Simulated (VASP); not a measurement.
Here is a VASP 6.6.1 calculation.

The input INCAR:

```
SYSTEM = SiN
PREC = Accurate
ENCUT = 520
EDIFF = 1E-6
ISMEAR = 0
SIGMA = 0.1
LREAL = .FALSE.
LASPH = .TRUE.
NELM = 60
ALGO = Normal
ISIF = 2
LWAVE = .FALSE.
LCHARG = .TRUE.
GGA = PE
LELF = .TRUE.
LVHAR = .TRUE.
NBANDS = 17
```

KPOINTS

```
Automatic mesh
0
G
  6 6 4
  0 0 0
```

POSCAR

```
SiN
1.0
    3.0592857292      0.0000000000      0.0000000000
   -1.5296428646      2.6494191589      0.0000000000
    0.0000000000      0.0000000000      6.8691910086
Si N
2 2
Direct
    0.3333333333      0.6666666667      0.7500000000
    0.6666666667      0.3333333333      0.2500000000
    0.3333333333      0.6666666667      0.2500000000
    0.6666666667      0.3333333333      0.7500000000
```

Potentials or basis: VASP PAW PBE potentials, release 64 (Si, N).

The run is started by

```console
$ cat potpaw_PBE.64/Si/POTCAR potpaw_PBE.64/N/POTCAR > POTCAR
$ mpirun -np 1 vasp_std > vasp.out
```

(1) What does it give for the band gap on the k mesh?

(2) What does it give for the pressure?

Results:

(1) zero (bands 9 and 10 overlap by 1.94 eV).

(2) -0.2 GPa.

Caveat: the k points lie up to 0.40 Å⁻¹ apart, too coarse for converged energies and pressures of a metal.
